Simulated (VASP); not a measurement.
GaS, 8 atoms in the cell. It takes space group P6_3/mmc (No. 194, hexagonal). The conventional cell has a = 3.585 Å, b = 3.585 Å, c = 15.500 Å, α = 90.00°, β = 90.00°, γ = 120.00°. Ga (site symmetry 3m) has 3 S at 2.34 Å and 1 Ga at 2.48 Å within 3.1 Å. S (site symmetry 3m) has 3 Ga at 2.34 Å within 3.1 Å. 

```yaml
Program: VASP 6.6.1
Task: dielectric tensor
Functional: PBE
Potentials_or_basis: VASP PAW PBE potentials, release 64 (Ga_d, S)
Cutoff: 400 eV
k_mesh: 6 × 6 × 2
Occupations: gaussian, width 0.01 eV
Spin: no spin polarisation
Dipole_correction: no
Further_INCAR_settings: ALGO = Normal; EDIFF = 1e-08
```

Potentials or basis: VASP PAW PBE potentials, release 64 (Ga_d, S).

Run with:

```sh
$ cat potpaw_PBE.64/Ga_d/POTCAR potpaw_PBE.64/S/POTCAR > POTCAR
$ mpirun -np 1 vasp_std > vasp.out
```

Hardware: 1 thread of Oxide Virtual Turin-like Processor (shared host).

Task: How long does it take, and how much memory?

Result: It took 26 min on 1 thread of Oxide Virtual Turin-like Processor, with other jobs on the host, peak memory 0.47 GiB. Counts: scf iterations 169, k points 14.
